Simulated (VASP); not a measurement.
# NaH (Fm-3m) in VASP: further runs, part 2 of 2

VASP 6.6.1.

### Step 3. Single point, PBEsol

INCAR

```
PREC = Accurate
ENCUT = 520
EDIFF = 1E-6
ISMEAR = -1
SIGMA = 0.1
LREAL = F
LASPH = T
NELM = 100
ALGO = Normal
ISIF = 2
LWAVE = F
LCHARG = F
GGA = PS
NBANDS = 11
```

KPOINTS

```
Automatic mesh
0
Gamma
  16 16 16
```

POSCAR

```
NaH
1.0
    0.0000000000      2.3956745027      2.3956745027
    2.3956745027      0.0000000000      2.3956745027
    2.3956745027      2.3956745027      0.0000000000
Na H
1 1
Direct
    0.0000000000      0.0000000000      0.0000000000
    0.5000000000      0.5000000000      0.5000000000
```

Potentials or basis: VASP PAW PBE potentials, release 64 (Na_pv, H).

Run with:

```sh
> cat potpaw_PBE.64/Na_pv/POTCAR potpaw_PBE.64/H/POTCAR > POTCAR
> mpirun -np 1 vasp_std > vasp.out
```

OUTCAR:

```text
PREC = Accurate
   ENCUT = 520
   EDIFF = 1E-6
   ISMEAR = -1
   LREAL = F
   LASPH = T
   NELM = 100
   ISIF = 2
   GGA = PS

 ion  position               nearest neighbor table
   1  0.000  0.000  0.000-
   2  0.500  0.500  0.500-

  LATTYP: Found a face centered cubic cell.
 ALAT       =     4.7913490054

  Lattice vectors:

 A1 = (   0.0000000000,   2.3956745027,   2.3956745027)
[... 510 lines left out ...]
      3     -22.9674      2.00000
      4      -4.6237      2.00000
      5       9.0281      0.00000
      6      12.3436      0.00000
      7      13.5404      0.00000
      8      14.7789      0.00000
      9      15.4140      0.00000
     10      16.0587      0.00000
     11      17.5512      0.00000

 [... further k-points ...]
[... 5 lines left out ...]
  --------------------------------------------------------------------------------------
  -------------------------------------------------------------------------------------
  Total       -0.0027883     -0.0027883     -0.0027883     -0.0000000     -0.0000000      0.0000000
  in kB       -0.1624578     -0.1624578     -0.1624578     -0.0000000     -0.0000000      0.0000000
  external PRESSURE =      -0.1624578 kB  Pullay stress =       0.0000000 kB

 VOLUME and BASIS-vectors are now :
 -----------------------------------------------------------------------------
  energy-cutoff  :      520.00
  volume of cell :       27.50
      direct lattice vectors                 reciprocal lattice vectors
     0.000000000  2.395674503  2.395674503    -0.208709488  0.208709488  0.208709488
     2.395674503  0.000000000  2.395674503     0.208709488 -0.208709488  0.208709488
     2.395674503  2.395674503  0.000000000     0.208709488  0.208709488 -0.208709488

 POSITION                                       TOTAL-FORCE (eV/Angst)
 -----------------------------------------------------------------------------------
      0.00000      0.00000      0.00000         0.000000      0.000000      0.000000
      2.39567      2.39567      2.39567         0.000000      0.000000     -0.000000
 -----------------------------------------------------------------------------------
    total drift:                               -0.000000     -0.000000     -0.000000

  FREE ENERGIE OF THE ION-ELECTRON SYSTEM (eV)
  ---------------------------------------------------
  free  energy   TOTEN  =        -5.0859116639 eV

  energy  without entropy=       -5.0859116621  energy(sigma->0) =       -5.08591166
```

Run time: 16 s. Hardware: 1 thread of Intel Xeon 6975P-C (Granite Rapids), shared host; peak memory 0.17 GiB.

What came out:

```yaml
Free_energy: -5.0859 eV
Pressure: 0.0 GPa
Band_gap_on_the_k_mesh: 3.60 eV, indirect (least direct gap 4.51 eV)
```

Levels at points of the mesh, in eV from the valence-band top:
| k point | band 1 | band 2 | band 3 | band 4 | band 5 | band 6 | band 7 | band 8 |
| --- | --- | --- | --- | --- | --- | --- | --- | --- |
| (0.00, 0.00, 0.00) | -21.96 | -21.96 | -21.96 | -3.80 | 10.64 | 15.59 | 15.59 | 15.59 |
| (0.50, 0.00, 0.00) | -22.06 | -21.97 | -21.97 | -0.91 | 3.60 | 10.80 | 13.39 | 13.39 |
| (0.50, 0.50, 0.00) | -22.05 | -21.99 | -21.99 | -0.19 | 4.46 | 9.87 | 10.66 | 10.66 |

Caveat: the PAW data sets were made with another functional, which shifts forces and pressure a little.

### Step 4. Relaxation of cell and atoms, PBEsol

This run uses another cell than the first one, of 14.53 Å³/atom, 1.057 times its volume.

INCAR

```
SYSTEM = NaH
ALGO = Normal
EDIFF = 1E-6
EDIFFG = -0.002
ENCUT = 600
GGA = PS
IBRION = 2
ISIF = 3
ISMEAR = -1
LASPH = .True.
LCHARG = .False.
LREAL = .False.
LWAVE = .False.
NELM = 60
NSW = 100
PREC = Accurate
SIGMA = 0.1
```

KPOINTS

```
k-points
0
Gamma
  16 16 16
  0 0 0
```

POSCAR

```
NaH
1.0
    0.0000000000      2.4400000000      2.4400000000
    2.4400000000      0.0000000000      2.4400000000
    2.4400000000      2.4400000000      0.0000000000
Na H
1 1
Direct
    0.0000000000      0.0000000000      0.0000000000
    0.5000000000      0.5000000000      0.5000000000
```

Potentials or basis: VASP PAW PBE potentials, release 64 (Na_pv, H).

Run with:

```sh
> cat potpaw_PBE.64/Na_pv/POTCAR potpaw_PBE.64/H/POTCAR > POTCAR
> mpirun -np 1 vasp_std > vasp.out
```

OUTCAR:

```text
SYSTEM = NaH
   EDIFF = 1E-6
   EDIFFG = -0.002
   ENCUT = 600
   GGA = PS
   IBRION = 2
   ISIF = 3
   ISMEAR = -1
   LASPH = .True.
   LREAL = .False.
   NELM = 60
   NSW = 100
   PREC = Accurate

 ion  position               nearest neighbor table
   1  0.000  0.000  0.000-
   2  0.500  0.500  0.500-

  LATTYP: Found a face centered cubic cell.
 ALAT       =     4.8800000000

  Lattice vectors:

 A1 = (   0.0000000000,   2.4400000000,   2.4400000000)
 A2 = (   2.4400000000,   0.0000000000,   2.4400000000)
 A3 = (   2.4400000000,   2.4400000000,   0.0000000000)

Analysis of symmetry for initial positions (statically):
=====================================================================
 Subroutine PRICEL returns:
 Original cell was already a primitive cell.

[... 284 lines left out ...]

  energy without entropy =       -5.08657938  energy(sigma->0) =       -5.08657938

 E-fermi :   0.9050     XC(G=0):  -7.9751

 val. band max:       -1.0135181294   @ k =  -0.2500   0.5000   0.2500
 cond. band min:       2.5896830199   @ k =   0.5000   0.0000   0.0000
 fundamental gap:      3.6032011492
 Fermi energy:         0.9050380808

 k-point     1 :       0.0000    0.0000    0.0000
  band No.  band energies     occupation
      1     -22.9708      2.00000
      2     -22.9708      2.00000
      3     -22.9708      2.00000
      4      -4.8094      2.00000
      5       9.6205      0.00000
      6      14.5687      0.00000
      7      14.5687      0.00000
      8      14.5687      0.00000
[... 243 lines left out ...]
 k-point    24 :      -0.0625    0.0625    0.0000
  band No.  band energies     occupation
      1     -22.9806      2.00000
      2     -22.9735      2.00000
      3     -22.9714      2.00000
      4      -4.6238      2.00000
      5       9.0193      0.00000
      6      12.3365      0.00000
      7      13.5322      0.00000
      8      14.7712      0.00000

 [... further k-points ...]
[... 5 lines left out ...]
  --------------------------------------------------------------------------------------
  -------------------------------------------------------------------------------------
  Total        0.0029659      0.0029659      0.0029659     -0.0000000      0.0000000     -0.0000000
  in kB        0.1726721      0.1726721      0.1726721     -0.0000000      0.0000000     -0.0000000
  external PRESSURE =       0.1726721 kB  Pullay stress =       0.0000000 kB
[... 17 lines left out ...]
  FREE ENERGIE OF THE ION-ELECTRON SYSTEM (eV)
  ---------------------------------------------------
  free  energy   TOTEN  =        -5.0865793849 eV

  energy  without entropy=       -5.0865793831  energy(sigma->0) =       -5.08657938

 reached required accuracy - stopping structural energy minimisation
```

Run time: 31 s. Hardware: 1 thread of Intel Xeon 6975P-C (Granite Rapids), shared host; peak memory 0.17 GiB.

Results:

```
Free energy                            : -5.0866 eV
Relaxed volume                         : 13.76 Å³/atom
Relaxed cell                           : a = 3.389 Å, b = 3.389 Å, c = 3.389 Å, α = 60.00°, β = 60.00°, γ = 60.00°
Space group after relaxing (to 0.05 Å) : Fm-3m (No. 225)
Energy gained by relaxing              : 2.9 meV/atom
Ionic steps                            : 4
Pressure after relaxing                : 0.0 GPa
Band gap on the k mesh                 : 3.60 eV, indirect (least direct gap 4.51 eV)
```

Step by step:
| step | energy change (eV) | largest force (eV/Å) | pressure (GPa) | volume (Å³) |
| --- | --- | --- | --- | --- |
| 1 | 0.0000 | 0.0000 | -1.18 | 29.05 |
| 2 | -0.0029 | 0.0000 | -0.84 | 28.60 |
| 3 | -0.0056 | 0.0000 | -0.24 | 27.82 |
| 4 | -0.0058 | 0.0000 | 0.02 | 27.52 |

Final structure:
```
CELL_PARAMETERS angstrom
0.00000 2.39628 2.39628
2.39628 0.00000 2.39628
2.39628 2.39628 0.00000
ATOMIC_POSITIONS crystal
Na 0.00000 0.00000 0.00000
H 0.50000 0.50000 0.50000
```

Caveat: the PAW data sets were made with another functional, which shifts forces and pressure a little. A k mesh can miss the band edges.

### Step 5. The runs side by side

```csv
task,cell,k mesh,cutoff (eV),smearing,gap on the mesh (eV),pressure (GPa)
relaxation of cell and atoms,"relaxed to 15 GPa from a = 3.388 Å, angles 60.0°, 2 atoms",8 × 8 × 8,600,gaussian 0.01 eV,4.17,15.0
single point,"a = 3.388 Å, angles 60.0°, 2 atoms",16 × 16 × 16,520,fermi-dirac 0.1 eV,3.60,0.0
relaxation of cell and atoms,"relaxed from a = 3.451 Å, angles 60.0°, 2 atoms",16 × 16 × 16,600,fermi-dirac 0.1 eV,3.60,0.0
```

Alike in all rows: level PBEsol; potentials or basis VASP PAW PBE potentials, release 64 (Na_pv, H); no spin polarisation.

Caveats: the PAW data sets were made with another functional, which shifts forces and pressure a little; the cell is relaxed towards a set pressure, so the enthalpy falls and the energy may rise (some runs); the volume moved by over 15 % at a fixed basis, so the end points are rough (some runs).

Absolute energies hang on the potentials; compare differences alone.
